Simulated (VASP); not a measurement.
# LiSi16 (a cell with a defect) in VASP: further runs

The runs below take LiSi16 (a cell with a defect) through single point, with PBE.

Everything below comes from runs of VASP 6.6.1. Logs are shortened: lines on timing, memory, paths and dates and some standing lists are left out, and cuts for length are marked.

## (1) The cell of the first run

The cell holds a defect, 17 atoms: a = 7.679 Å, b = 7.679 Å, c = 7.679 Å, α = 60.00°, β = 60.00°, γ = 60.00°.

## (2) Single point, PBE

INCAR reads:

```
PREC = Accurate ; ENCUT = 520
EDIFF = 1E-6 ; ISMEAR = 0
SIGMA = 0.05 ; LREAL = Auto
LASPH = T ; NELM = 100
ALGO = Normal ; ISIF = 2
LWAVE = F ; LCHARG = F
GGA = PE ; NELECT = 66.0
NBANDS = 48
```

KPOINTS reads:

```
Automatic mesh
0
Gamma
  2 2 2
```

POSCAR reads:

```
LiSi16
1.0
    0.0000000000      5.4300000000      5.4300000000
    5.4300000000      0.0000000000      5.4300000000
    5.4300000000      5.4300000000      0.0000000000
Si Li
16 1
Direct
   -0.0020440147      0.0004580110      0.0011353591
    0.1274134438      0.1226071823      0.1233662983
    0.0027618785     -0.0073014733      0.5026298343
    0.1274228361      0.1226434622      0.6272985267
    0.0027347145      0.5018748619     -0.0064765193
    0.1274136280      0.6266206262      0.1233664825
    0.0027620626      0.5019178637      0.5026300184
    0.1255394107      0.6245456722      0.6253779006
    0.5012541436      0.0004329650      0.0011268877
    0.6254151934      0.1246490792      0.1252936464
    0.5012600368      0.0004561694      0.4978351750
    0.6235020258      0.1226022099      0.6272856354
    0.5012543278      0.4971930018      0.0011270718
    0.6234853591      0.6265894107      0.1233431860
    0.4936840700      0.5018658379      0.5025923573
    0.6235022099      0.6266176796      0.6272858195
    0.8755697053      0.3745212707      0.3753965930
```

Potentials or basis: VASP PAW PBE potentials, release 64 (Si, Li_sv).

Run with:

```console
> cat potpaw_PBE.64/Si/POTCAR potpaw_PBE.64/Li_sv/POTCAR > POTCAR
> mpirun -np 1 vasp_std > vasp.out
```

OUTCAR:

```text
PREC = Accurate
   ENCUT = 520
   EDIFF = 1E-6
   ISMEAR = 0
   LREAL = Auto
   LASPH = T
   NELM = 100
   ISIF = 2
   GGA = PE
   NELECT = 66.0

 ion  position               nearest neighbor table
   1  0.998  0.000  0.001-  10 2.34   4 2.34   6 2.34   2 2.34
   2  0.127  0.123  0.123-   1 2.34   9 2.34   3 2.38   5 2.38  17 2.74
   3  0.003  0.993  0.503-   8 2.31  12 2.38   2 2.38   4 2.38  17 2.39
   4  0.127  0.123  0.627-   1 2.34  11 2.34   7 2.38   3 2.38  17 2.74
   5  0.003  0.502  0.994-   8 2.31  14 2.38   2 2.38   6 2.38  17 2.39
   6  0.127  0.627  0.123-   1 2.34  13 2.34   7 2.38   5 2.38  17 2.74
   7  0.003  0.502  0.503-   8 2.31  16 2.38   6 2.38   4 2.38  17 2.39
   8  0.126  0.625  0.625-  15 2.31   5 2.31   3 2.31   7 2.31
   9  0.501  0.000  0.001-  10 2.34   2 2.34  12 2.34  14 2.34
  10  0.625  0.125  0.125-   1 2.34  11 2.34  13 2.34   9 2.34
  11  0.501  0.000  0.498-  10 2.34   4 2.34  12 2.34  16 2.34
  12  0.624  0.123  0.627-  11 2.34   9 2.34   3 2.38  15 2.38  17 2.74
  13  0.501  0.497  0.001-  10 2.34   6 2.34  16 2.34  14 2.34
  14  0.623  0.627  0.123-   9 2.34  13 2.34  15 2.38   5 2.38  17 2.74
  15  0.494  0.502  0.503-   8 2.31  14 2.38  16 2.38  12 2.38  17 2.39
  16  0.624  0.627  0.627-  11 2.34  13 2.34   7 2.38  15 2.38  17 2.74
  17  0.876  0.375  0.375-   7 2.39   3 2.39   5 2.39  15 2.39   4 2.74   6 2.74   2 2.74  16 2.74
                            12 2.74  14 2.74

  LATTYP: Found a face centered cubic cell.
 ALAT       =    10.8600000000

  Lattice vectors:

 A1 = (   0.0000000000,   5.4300000000,   5.4300000000)
 A2 = (   5.4300000000,   0.0000000000,   5.4300000000)
 A3 = (   5.4300000000,   5.4300000000,   0.0000000000)

Analysis of symmetry for initial positions (statically):
=====================================================================
 Subroutine PRICEL returns:
 Original cell was already a primitive cell.

 Routine SETGRP: Setting up the symmetry group for a
 face centered cubic supercell.

 Subroutine GETGRP returns: Found  2 space group operations
 (whereof  2 operations were pure point group operations)
 out of a pool of 48 trial point group operations.

The static configuration has the point symmetry C_1h.

Analysis of symmetry for dynamics (positions and initial velocities):
=====================================================================
 Subroutine PRICEL returns:
 Original cell was already a primitive cell.

 Routine SETGRP: Setting up the symmetry group for a
 face centered cubic supercell.

 Subroutine GETGRP returns: Found  2 space group operations
 (whereof  2 operations were pure point group operations)
[... 122 lines left out ...]
   TEBEG  =    0.0;   TEEND  =   0.0 temperature during run
   PSTRESS=    0.0 pullay stress
   NELECT =      66.0000    total number of electrons
   NUPDOWN=      -1.0000    fix difference up-down
   EMIN   =  10.00;   EMAX   =-10.00  energy-range for DOS
   EFERMI =   0.00;   METHOD = LEGACY
   ISMEAR =     0;   SIGMA  =   0.05  broadening in eV -4-tet -1-fermi 0-gaus
   EFERMI_NEDOS =   21; number of points for ismear=-14 and -15
   IALGO  =     38    algorithm
   IMIX   =      4    mixing-type and parameters
     AMIX     =   0.40;   BMIX     =  1.00
     AMIX_MAG =   1.60;   BMIX_MAG =  1.00
  volume/ion in A,a.u.               =      18.84       127.11
  Fermi-wavevector in a.u.,A,eV,Ry     =   0.967044  1.827449 12.723821  0.935174
  Thomas-Fermi vector in A             =   2.096897
   LORBIT       =      0    0 simple, 1 ext, 2 COOP (PROOUT), +10 PAW based schemes
   GGA     = PE    functional components
   LHFCALC =     F    Hartree Fock is set to
   AEXX    =    0.0000 exact exchange contribution
   IVDW    =     0    specifies the selected vdW correction
   LEPSILON=     F    determine dielectric tensor
   LRPA    =     F    only Hartree local field effects (RPA)
 non-spin polarized calculation
 Gauss-broadening in eV      SIGMA  =   0.05
  energy-cutoff  :      520.00
  volume of cell :      320.21
 maximum number of plane-waves:      8646
 NGX is ok and might be reduce to    60
   NGX = 29   NGY = 29   NGZ = 29

 number of electron      65.9999997 magnetization

 Free energy of the ion-electron system (eV)
  ---------------------------------------------------
  ext. energy  EPLUGINS =         0.00000000
  ---------------------------------------------------
  free energy    TOTEN  =       -93.51402030 eV

  energy without entropy =      -93.51402030  energy(sigma->0) =      -93.51402030

 E-fermi :   6.3935     XC(G=0):  -9.4410

 val. band max:        6.0412529978   @ k =   0.0000   0.0000   0.0000
 cond. band min:       6.6839035841   @ k =   0.0000   0.0000   0.0000
 fundamental gap:      0.6426505863
 Fermi energy:         6.3935184950

 k-point     1 :       0.0000    0.0000    0.0000
  band No.  band energies     occupation
      1     -40.3797      2.00000
      2      -5.9235      2.00000
      3      -3.6721      2.00000
      4      -3.6116      2.00000
      5      -3.6116      2.00000
      6      -3.6115      2.00000
[... 277 lines left out ...]
     44      10.3331      0.00000
     45      10.4010      0.00000
 [bands above 45 left out]

------------------------ aborting loop because EDIFF is reached ----------------------------------------

  FORCE on cell =-STRESS in cart. coord.  units (eV):
  Direction    XX          YY          ZZ          XY          YZ          ZX
  --------------------------------------------------------------------------------------
  -------------------------------------------------------------------------------------
  Total       -1.1475590     -1.1476315     -1.1475590     -0.0000966      0.0000965     -0.0006253
  in kB       -5.7419067     -5.7422692     -5.7419067     -0.0004831      0.0004830     -0.0031289
  external PRESSURE =      -5.7420276 kB  Pullay stress =       0.0000000 kB

 VOLUME and BASIS-vectors are now :
 -----------------------------------------------------------------------------
  energy-cutoff  :      520.00
  volume of cell :      320.21
      direct lattice vectors                 reciprocal lattice vectors
     0.000000000  5.430000000  5.430000000    -0.092081031  0.092081031  0.092081031
     5.430000000  0.000000000  5.430000000     0.092081031 -0.092081031  0.092081031
     5.430000000  5.430000000  0.000000000     0.092081031  0.092081031 -0.092081031

 POSITION                                       TOTAL-FORCE (eV/Angst)
 -----------------------------------------------------------------------------------
      0.00865      5.42507      5.42139        -0.000186      0.000804      0.000186
      1.33564      1.36173      1.35761        -0.000465      0.000825      0.000464
      8.11963      2.74428      5.40535        -0.002330      0.003495     -0.002596
      4.07218      4.09814      1.35786        -0.000118      0.002679      0.000118
      8.12001      5.40968      2.74003        -0.003620     -0.003716      0.003620
      4.07243      1.36174      4.09441        -0.000464      0.000825      0.000465
[... 9 lines left out ...]
      6.80870      6.79178      6.78815        -0.000204      0.000356      0.000142
      4.07205      6.79275      6.78799         0.000102     -0.000462     -0.000102
 -----------------------------------------------------------------------------------
    total drift:                               -0.027366     -0.008121     -0.025181

  FREE ENERGIE OF THE ION-ELECTRON SYSTEM (eV)
  ---------------------------------------------------
  free  energy   TOTEN  =       -93.5140203020 eV

  energy  without entropy=      -93.5140203020  energy(sigma->0) =      -93.51402030
```

OSZICAR:

```text
N       E                     dE             d eps       ncg     rms          rms(c)
DAV:   1     0.174401697749E+03    0.17440E+03   -0.25258E+04   576   0.116E+03
DAV:   2    -0.754486731580E+02   -0.24985E+03   -0.23430E+03   688   0.187E+02
DAV:   3    -0.939793346369E+02   -0.18531E+02   -0.18160E+02   840   0.428E+01
DAV:   4    -0.950675711842E+02   -0.10882E+01   -0.10772E+01   888   0.930E+00
DAV:   5    -0.951004029467E+02   -0.32832E-01   -0.32826E-01   792   0.140E+00    0.142E+01
DAV:   6    -0.939943275261E+02    0.11061E+01   -0.93958E-01   672   0.321E+00    0.871E+00
DAV:   7    -0.934974962087E+02    0.49683E+00   -0.14484E+00   720   0.358E+00    0.112E+00
DAV:   8    -0.935078969543E+02   -0.10401E-01   -0.12329E-01   672   0.128E+00    0.479E-01
DAV:   9    -0.935121008613E+02   -0.42039E-02   -0.11158E-02   696   0.380E-01    0.234E-01
DAV:  10    -0.935133894059E+02   -0.12885E-02   -0.14408E-03   688   0.127E-01    0.118E-01
DAV:  11    -0.935139907829E+02   -0.60138E-03   -0.65590E-04   672   0.928E-02    0.243E-02
DAV:  12    -0.935140133047E+02   -0.22522E-04   -0.50718E-05   784   0.250E-02    0.117E-02
DAV:  13    -0.935140199516E+02   -0.66469E-05   -0.12820E-05   704   0.133E-02    0.429E-03
DAV:  14    -0.935140203020E+02   -0.35043E-06   -0.43172E-07   448   0.251E-03
   1 F= -.93514020E+02 E0= -.93514020E+02  d E =-.235329E-16
```

stdout:

```text
POSCAR found type information on POSCAR SiLi
 POSCAR found :  2 types and      17 ions
 scaLAPACK will be used
 LDA part: xc-table for (Slater+PW92), standard interpolation
 POSCAR, INCAR and KPOINTS ok, starting setup
 FFT: planning ... GRIDC
 FFT: planning ... GRID_SOFT
 FFT: planning ... GRID
 WAVECAR not read
 entering main loop
 the old and the new charge density differ
 old charge density:    67.00000 new   66.00000
    0.142E+01
```

It took 2.2 min on 1 thread of AMD EPYC 9R45 (Zen 5), shared host; peak memory 0.44 GiB.

Results:

* Free energy: -93.5140 eV
* Largest force: 0.006 eV/Å

Forces on the atoms (eV/Å):
```
Si   0.000  0.001  0.000
Si   0.000  0.001  0.000
Si  -0.002  0.003 -0.003
Si   0.000  0.003  0.000
Si  -0.004 -0.004  0.004
Si   0.000  0.001  0.000
Si   0.003  0.003  0.002
Si   0.000 -0.005  0.000
Si   0.000  0.000 -0.001
Si   0.000 -0.003  0.000
Si   0.001  0.001 -0.001
Si   0.000  0.000  0.000
Si   0.001  0.000  0.000
Si   0.000  0.002  0.000
Si   0.003 -0.004 -0.003
Si   0.000  0.000  0.000
Li   0.000  0.000  0.000
```

Levels at points of the mesh, in eV from the Fermi level:
| k point | band 29 | band 30 | band 31 | band 32 | band 33 | band 34 | band 35 | band 36 | band 37 | band 38 |
| --- | --- | --- | --- | --- | --- | --- | --- | --- | --- | --- |
| (0.00, 0.00, 0.00) | -1.48 | -1.48 | -0.35 | -0.35 | -0.35 | 0.29 | 0.29 | 0.29 | 0.36 | 0.36 |
| (0.50, 0.00, 0.00) | -2.46 | -1.17 | -1.17 | -1.08 | -1.08 | 0.85 | 1.05 | 1.05 | 1.24 | 1.24 |
| (0.00, 0.50, 0.00) | -2.46 | -1.17 | -1.17 | -1.08 | -1.08 | 0.85 | 1.05 | 1.05 | 1.24 | 1.24 |
| (0.00, 0.00, 0.50) | -2.46 | -1.17 | -1.17 | -1.08 | -1.08 | 0.85 | 1.05 | 1.05 | 1.24 | 1.24 |
| (0.50, 0.50, 0.00) | -2.26 | -1.71 | -1.71 | -1.67 | -1.62 | 0.72 | 0.78 | 1.84 | 1.96 | 1.96 |
| (0.50, 0.00, 0.50) | -2.26 | -1.71 | -1.71 | -1.67 | -1.62 | 0.72 | 0.78 | 1.84 | 1.96 | 1.96 |

Caveat: the k points lie up to 0.50 Å⁻¹ apart; the cell carries a net charge on a neutralising background, which shifts energy and pressure; the cell is charged against a uniform background, so pressure and absolute levels hang on convention; the cutoff is under 1.25 times the usual one of these potentials, so pressure, stress and relaxed cells hold a basis-set (Pulay) error.

## (3) Single point, PBE

INCAR reads:

```
  PREC = Accurate
  ENCUT = 520
  EDIFF = 1E-7
  ISMEAR = 0
  SIGMA = 0.05
  LREAL = Auto
  LASPH = T
  NELM = 60
  ALGO = Normal
  ISIF = 2
  LWAVE = F
  LCHARG = F
  GGA = PE
  NELECT = 66.0
  NBANDS = 48
```

KPOINTS is that of step 2.

POSCAR reads:

```
LiSi16
1.0
    0.0000000000      5.4300000000      5.4300000000
    5.4300000000      0.0000000000      5.4300000000
    5.4300000000      5.4300000000      0.0000000000
Si Li
16 1
Direct
   -0.0000748619     -0.0004549724      0.0003220074
    0.1226394107      0.1223200737      0.1229826888
   -0.0020500921     -0.0023480663      0.5022523020
    0.1226348066      0.1223163904      0.6321712707
   -0.0020348066      0.5015780847     -0.0017182320
    0.1226690608      0.6313992634      0.1230162063
   -0.0020387661      0.5015748619      0.5022774401
    0.1274009208      0.6238127072      0.6244406998
    0.5019046961     -0.0023415285     -0.0017266114
    0.6317768877      0.1223299263      0.1229967772
    0.5019000000     -0.0023441989      0.5022650092
    0.6241113260      0.1271137201      0.6244345304
    0.5019235727      0.5015843462     -0.0017082873
    0.6241232044      0.6238178637      0.1277012891
    0.4999432781      0.4996545120      0.5002441989
    0.6241198895      0.6238156538      0.6244491713
    1.2499210866      0.2495185083      0.2503404236
```

Potentials or basis: VASP PAW PBE potentials, release 64 (Si, Li_sv).

Run with:

```console
> cat potpaw_PBE.64/Si/POTCAR potpaw_PBE.64/Li_sv/POTCAR > POTCAR
> mpirun -np 1 vasp_std > vasp.out
```

OUTCAR:

```text
PREC = Accurate
   ENCUT = 520
   EDIFF = 1E-7
   ISMEAR = 0
   LREAL = Auto
   LASPH = T
   NELM = 60
   ISIF = 2
   GGA = PE
   NELECT = 66.0

 ion  position               nearest neighbor table
   1  1.000  1.000  0.000-   6 2.31  10 2.31   2 2.31   4 2.31
   2  0.123  0.122  0.123-   1 2.31   5 2.38   9 2.38   3 2.38  17 2.39
   3  0.998  0.998  0.502-  12 2.34   8 2.34   4 2.38   2 2.38  17 2.74
   4  0.123  0.122  0.632-   1 2.31   7 2.38  11 2.38   3 2.38  17 2.39
   5  0.998  0.502  0.998-   8 2.34  14 2.34   2 2.38   6 2.38  17 2.74
   6  0.123  0.631  0.123-   1 2.31  13 2.38   5 2.38   7 2.38  17 2.39
   7  0.998  0.502  0.502-   8 2.34  16 2.34   4 2.38   6 2.38  17 2.74
   8  0.127  0.624  0.624-  15 2.34   3 2.34   7 2.34   5 2.34
   9  0.502  0.998  0.998-  12 2.34  14 2.34   2 2.38  10 2.38  17 2.74
  10  0.632  0.122  0.123-   1 2.31  13 2.38   9 2.38  11 2.38  17 2.39
  11  0.502  0.998  0.502-  12 2.34  16 2.34   4 2.38  10 2.38  17 2.74
  12  0.624  0.127  0.624-  15 2.34   3 2.34  11 2.34   9 2.34
  13  0.502  0.502  0.998-  16 2.34  14 2.34   6 2.38  10 2.38  17 2.74
  14  0.624  0.624  0.128-  15 2.34   9 2.34   5 2.34  13 2.34
[... 211 lines left out ...]
      1     -40.3798      2.00000
      2      -5.9234      2.00000
      3      -3.6721      2.00000
      4      -3.6115      2.00000
      5      -3.6115      2.00000
      6      -3.6115      2.00000
[... 373 lines left out ...]
     44      10.3332      0.00000
     45      10.4011      0.00000
 [bands above 45 left out]

------------------------ aborting loop because EDIFF is reached ----------------------------------------

  FORCE on cell =-STRESS in cart. coord.  units (eV):
  Direction    XX          YY          ZZ          XY          YZ          ZX
  --------------------------------------------------------------------------------------
  -------------------------------------------------------------------------------------
  Total       -1.1485120     -1.1494816     -1.1539565      0.0011646      0.0009509     -0.0002841
  in kB       -5.7466752     -5.7515265     -5.7739171      0.0058271      0.0047578     -0.0014216
  external PRESSURE =      -5.7573729 kB  Pullay stress =       0.0000000 kB

 VOLUME and BASIS-vectors are now :
 -----------------------------------------------------------------------------
  energy-cutoff  :      520.00
  volume of cell :      320.21
      direct lattice vectors                 reciprocal lattice vectors
     0.000000000  5.430000000  5.430000000    -0.092081031  0.092081031  0.092081031
     5.430000000  0.000000000  5.430000000     0.092081031 -0.092081031  0.092081031
     5.430000000  5.430000000  0.000000000     0.092081031  0.092081031 -0.092081031

 POSITION                                       TOTAL-FORCE (eV/Angst)
 -----------------------------------------------------------------------------------
      5.42928      5.43134     10.85712         0.000390     -0.000925      0.001823
      1.33199      1.33373      1.33013        -0.003061     -0.002886     -0.002947
      8.14448      8.14610     10.83612        -0.000509      0.000183      0.000328
      4.09687      4.09860      1.33008         0.003021      0.003048     -0.002638
      8.14424     10.83962      8.14252        -0.000009      0.002021      0.000279
      4.09648      1.33407      4.09459         0.003146     -0.003353      0.002720
[... 9 lines left out ...]
      6.77808      6.77973      6.77629         0.001172      0.001594      0.000657
      2.71423      2.71642      2.71196         0.000176     -0.000981      0.001994
 -----------------------------------------------------------------------------------
    total drift:                                0.001926     -0.002751      0.002914

  FREE ENERGIE OF THE ION-ELECTRON SYSTEM (eV)
  ---------------------------------------------------
  free  energy   TOTEN  =       -93.5140840199 eV

  energy  without entropy=      -93.5140840199  energy(sigma->0) =      -93.51408402
```

OSZICAR:

```text
N       E                     dE             d eps       ncg     rms          rms(c)
DAV:   1     0.173696553445E+03    0.17370E+03   -0.25065E+04   768   0.116E+03
DAV:   2    -0.758642979556E+02   -0.24956E+03   -0.23352E+03   928   0.188E+02
DAV:   3    -0.940066403775E+02   -0.18142E+02   -0.17835E+02  1112   0.432E+01
DAV:   4    -0.950642271172E+02   -0.10576E+01   -0.10477E+01  1208   0.929E+00
DAV:   5    -0.951002995470E+02   -0.36072E-01   -0.36068E-01  1016   0.138E+00    0.142E+01
DAV:   6    -0.939943935762E+02    0.11059E+01   -0.94112E-01   912   0.322E+00    0.871E+00
DAV:   7    -0.934976529567E+02    0.49674E+00   -0.14493E+00   888   0.359E+00    0.112E+00
DAV:   8    -0.935079613189E+02   -0.10308E-01   -0.12438E-01   896   0.129E+00    0.479E-01
DAV:   9    -0.935121676918E+02   -0.42064E-02   -0.11236E-02   928   0.382E-01    0.234E-01
DAV:  10    -0.935134501918E+02   -0.12825E-02   -0.14405E-03   904   0.127E-01    0.118E-01
DAV:  11    -0.935140551921E+02   -0.60500E-03   -0.66414E-04   880   0.933E-02    0.243E-02
DAV:  12    -0.935140766117E+02   -0.21420E-04   -0.51161E-05  1048   0.251E-02    0.119E-02
DAV:  13    -0.935140833137E+02   -0.67020E-05   -0.13116E-05   944   0.134E-02    0.436E-03
DAV:  14    -0.935140836373E+02   -0.32360E-06   -0.48955E-07   992   0.248E-03    0.148E-03
DAV:  15    -0.935140842731E+02   -0.63575E-06   -0.29371E-07   720   0.208E-03    0.466E-04
DAV:  16    -0.935140840705E+02    0.20256E-06   -0.22925E-08   576   0.579E-04    0.297E-04
DAV:  17    -0.935140840199E+02    0.50593E-07   -0.53865E-09   568   0.316E-04
   1 F= -.93514084E+02 E0= -.93514084E+02  d E =-.589744E-16
```

stdout:

```text
POSCAR found type information on POSCAR SiLi
 POSCAR found :  2 types and      17 ions
 scaLAPACK will be used
 LDA part: xc-table for (Slater+PW92), standard interpolation
 POSCAR, INCAR and KPOINTS ok, starting setup
 FFT: planning ... GRIDC
 FFT: planning ... GRID_SOFT
 FFT: planning ... GRID
 WAVECAR not read
 entering main loop
 the old and the new charge density differ
 old charge density:    67.00000 new   66.00000
    0.142E+01
```

Wall time 3.1 min (1 thread of AMD EPYC 9R45 (Zen 5), shared host); peak memory 0.45 GiB.

What came out:

| Item | Value |
| --- | --- |
| Free energy | -93.5141 eV |
| Largest force | 0.005 eV/Å |

Forces on the atoms (eV/Å):
```
Si   0.000 -0.001  0.002
Si  -0.003 -0.003 -0.003
Si  -0.001  0.000  0.000
Si   0.003  0.003 -0.003
Si   0.000  0.002  0.000
Si   0.003 -0.003  0.003
Si  -0.002  0.000  0.000
Si   0.002 -0.001 -0.002
Si   0.002  0.000  0.000
Si  -0.003  0.003  0.003
Si  -0.001 -0.001  0.000
Si  -0.001  0.002 -0.002
Si   0.000 -0.001 -0.002
Si  -0.002 -0.001  0.000
Si   0.000 -0.001  0.001
Si   0.001  0.002  0.001
Li   0.000 -0.001  0.002
```

Caveat: the k points lie up to 0.50 Å⁻¹ apart; the cell carries a net charge on a neutralising background, which shifts energy and pressure; the cell is charged against a uniform background, so pressure and absolute levels hang on convention; the cutoff is under 1.25 times the usual one of these potentials, so pressure, stress and relaxed cells hold a basis-set (Pulay) error.
